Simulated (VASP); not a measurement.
Wanted: the native input for a VASP 6.6.1 run.

| Quantity | Value |
| --- | --- |
| Task | single point |
| Functional | LDA |
| Potentials or basis | VASP PAW LDA potentials, release 64 (La, S) |
| Cutoff | 520 eV |
| k mesh | 8 × 8 × 8 |
| Occupations | methfessel-paxton, width 0.15 eV |
| Spin | no spin polarisation |
| Dipole correction | no |
| Further INCAR settings | ALGO = Normal; EDIFF = 1e-06; NBANDS = 16 |

The structure of LaS lies in POSCAR:

```
LaS
1.0
    0.0000000000      2.9463846709      2.9463846709
    2.9463846709      0.0000000000      2.9463846709
    2.9463846709      2.9463846709      0.0000000000
La S
1 1
Direct
    0.0000000000      0.0000000000      0.0000000000
    0.5000000000      0.5000000000      0.5000000000
```

The input as run:

INCAR

```
PREC     = Accurate       # precision mode
ENCUT    = 520            # plane-wave cutoff, eV
EDIFF    = 1E-6           # SCF threshold, eV
ISMEAR   = 1              # smearing method
SIGMA    = 0.15           # smearing width, eV
LREAL    = F              # projectors in reciprocal space
LASPH    = T              # aspherical terms in the spheres
NELM     = 80             # most SCF steps
ALGO     = Normal         # electronic algorithm
ISIF     = 2              # what is computed and relaxed
LWAVE    = F              # write WAVECAR
LCHARG   = F              # write CHGCAR
GGA      = CA             # functional
NBANDS   = 16             # bands
```

KPOINTS

```
Automatic mesh
0
Gamma
  8 8 8
```

Potentials or basis: VASP PAW LDA potentials, release 64 (La, S).

The run is started by

```console
$ cat potpaw_LDA.64/La/POTCAR potpaw_LDA.64/S/POTCAR > POTCAR
$ mpirun -np 1 vasp_std > vasp.out
```

It gave:

```
Pressure : -5.3 GPa
```

Wall time 7.9 s on 1 thread of Intel(R) Xeon(R) 6975P-C (Granite Rapids), on a shared host, peak memory 0.17 GiB.
